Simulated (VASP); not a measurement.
The system is Mg3CdTe4.

```
CELL_PARAMETERS angstrom
4.72555 -0.00163 -0.05223
-0.00163 4.53350 0.06166
-0.14680 0.17332 13.02714
ATOMIC_POSITIONS crystal
Mg 0.52378 0.52502 0.24838
Mg 0.97177 0.95015 0.48766
Mg 0.49642 0.50176 0.75564
Cd 0.99055 0.01393 0.00389
Te 0.51115 0.95556 0.37540
Te 0.01152 0.53520 0.61396
Te 0.50502 0.01818 0.86787
Te 0.98980 0.50021 0.14720
```

| Quantity | Value |
| --- | --- |
| Program | VASP 6.6.1 |
| Task | relaxation of cell and atoms |
| Functional | PBE |
| Potentials or basis | VASP PAW PBE potentials, release 64 (Mg, Cd, Te) |
| Cutoff | 600 eV |
| k mesh | 4 × 4 × 1 |
| Occupations | gaussian, width 0.1 eV |
| Spin | no spin polarisation |

At the start: pressure 1.6 GPa; volume 34.87 Å³/atom.

Question: How do energy, volume and symmetry change on relaxing?

Answer: Over 20 steps the energy falls by 138.4 meV/atom and the volume is 34.96 Å³/atom (+0.2 %); space group Pm (No. 6, to 0.05 Å).

Step by step:
```tsv
step	energy change (eV)	largest force (eV/Å)	pressure (GPa)	volume (Å³)
1	0.0000	2.6820	1.61	279.00
2	-0.7345	0.8595	-1.10	293.28
3	-0.7689	0.8013	-1.64	297.94
4	-0.9907	0.6532	-0.45	284.16
5	-1.0268	0.6128	0.43	276.50
6	-1.0692	0.3046	0.15	278.24
7	-1.0722	0.2070	0.08	278.83
8	-1.0871	0.1293	-0.08	280.09
9	-1.0919	0.1312	-0.22	281.28
10	-1.0985	0.1155	0.07	278.90
11	-1.0992	0.1104	0.19	277.91
12	-1.1036	0.0547	0.06	278.98
13	-1.1041	0.0702	-0.02	279.57
14	-1.1055	0.0355	-0.04	279.76
15	-1.1055	0.0333	-0.05	279.79
16	-1.1062	0.0273	0.04	279.09
17	-1.1063	0.0280	0.08	278.80
18	-1.1069	0.0280	0.01	279.31
19	-1.1069	0.0330	-0.03	279.70
20	-1.1073	0.0244	-0.03	279.67
```

Final structure:
```
Mg Cd Te
1.0
     4.64973   -0.00190    0.00069
    -0.00179    4.64333    0.00215
     0.00225    0.00506   12.95371
Mg Cd Te
3 1 4
Direct
  0.50209 0.49666 0.25237
  0.99769 0.99630 0.50043
  0.50057 0.50377 0.74746
  0.99921 0.00371 0.99940
  0.49828 0.99719 0.37661
  0.00034 0.49642 0.62408
  0.49975 0.00335 0.87015
  0.00207 0.50260 0.12951
```

Caveat: the k points lie up to 0.49 Å⁻¹ apart in the final cell.
